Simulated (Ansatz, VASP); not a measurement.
# CdF2: VASP beside Ansatz

```
Cd F
1.0
     0.00000    2.65349    2.54921
     2.65349    0.00000    2.54921
     2.65349    2.65349    0.00000
Cd F
1 2
Cartesian
  0.0000 0.0000 0.0000
  1.3267 1.3267 1.2746
  3.9802 3.9802 3.8238
```

Alike in both runs: task single point; functional PBEsol; k mesh 8 × 8 × 8; occupations gaussian, width 0.05 eV; no spin polarisation.

|  | VASP | Ansatz |
| --- | --- | --- |
| version | VASP 6.6.1 | Ansatz 0.2.0 |
| potentials or method | VASP PAW PBE potentials, release 64 (Cd_sv_GW, F), cutoff 700 eV | scalar-relativistic, plane waves, PAW |
| valence electrons in the cell | 34 | 34 |

VASP gave:

| Property | Result |
| --- | --- |
| gap on the k mesh at the Fermi level (eV) | 3.17 |
| least direct gap on the mesh (eV) | 3.53 |
| pressure (GPa) | 10.6 |
| traceless stress, the component that is largest in VASP (GPa) | 3.19 |

Task: Which values does Ansatz return?

Result: gap on the k mesh at the Fermi level (eV): 3.19; least direct gap on the mesh (eV): 3.54; pressure (GPa): 11.0; traceless stress, the component that is largest in VASP (GPa): 3.19.

VASP's potentials were made for PBE, not for PBEsol.
